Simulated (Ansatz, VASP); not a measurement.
**One calculation of CsAg, two programs**

File INCAR:

```
SYSTEM = CsAg
PREC = Accurate
ENCUT = 600
EDIFF = 1E-7
ISMEAR = 0
SIGMA = 0.1
LREAL = .False.
LASPH = .True.
NELM = 100
ALGO = Normal
ISIF = 3
LWAVE = .False.
LCHARG = .False.
GGA = PE
IBRION = 2
NSW = 90
EDIFFG = -0.04
```

Contents of KPOINTS:

```
regular mesh
0
Gamma
  4 4 4
  0 0 0
```

The input POSCAR:

```
CsAg
1.0
    2.4291708259     -6.1635226948      0.0000000000
    2.4291708259      6.1635226948      0.0000000000
    0.0000000000      0.0000000000      4.7049330517
Cs Ag
2 2
Direct
    0.8620000000      0.1380000000      0.7500000000
    0.1380000000      0.8620000000      0.2500000000
    0.5830000000      0.4170000000      0.7500000000
    0.4170000000      0.5830000000      0.2500000000
```

Input for Ansatz:

```yaml
crystal:
  lattice:
    - [2.4291708259, -6.1635226948, 0.0]
    - [2.4291708259, 6.1635226948, 0.0]
    - [0.0, 0.0, 4.7049330517]
  atoms:
    - { symbol: Cs, position: [0.862, 0.138, 0.75] }
    - { symbol: Cs, position: [0.138, 0.862, 0.25] }
    - { symbol: Ag, position: [0.583, 0.417, 0.75] }
    - { symbol: Ag, position: [0.417, 0.583, 0.25] }
basis:
  ecutwfc: 420
kpoints:
  mp_grid: { grid: [4, 4, 4] }
hamiltonian:
  xc: pbe
scf:
  occupations: { method: gaussian, width: 0.1 }
  lower_state_search: "off"
output:
  forces: true
  stress: true
  eigenvalues: true
relax:
  adjacent_minimum: "off"
  f_tol: 0.04
  max_steps: 70
  cell: { stress_tol: 0.4 }
```

Alike in both runs: task relaxation of cell and atoms; functional PBE; k mesh 4 × 4 × 4; occupations gaussian, width 0.1 eV; no spin polarisation.

|  | VASP | Ansatz |
| --- | --- | --- |
| version | VASP 6.6.1 | Ansatz 0.2.0 |
| potentials or method | VASP PAW PBE potentials, release 64 (Cs_sv, Ag), cutoff 600 eV | scalar-relativistic, plane waves, PAW |
| valence electrons in the cell | 40 | 56 |

```csv
,VASP,Ansatz,Ansatz less VASP
"gap on the k mesh at the Fermi level, each at its own relaxed structure (eV)",0.47,0.44,-0.037
relaxed volume (Å³/atom),46.84,45.59,-1.253
relaxed length of the cell vector where the two differ most in proportion (Å),7.324,7.196,-0.1279
```

VASP's potentials hold 40 valence electrons a cell and Ansatz's 56, so a difference there can come from the potentials and not from the codes.

Neither program's run includes spin-orbit coupling. Noted on VASP's run: the volume moved by over 15 % at a fixed basis, so the end points are rough.
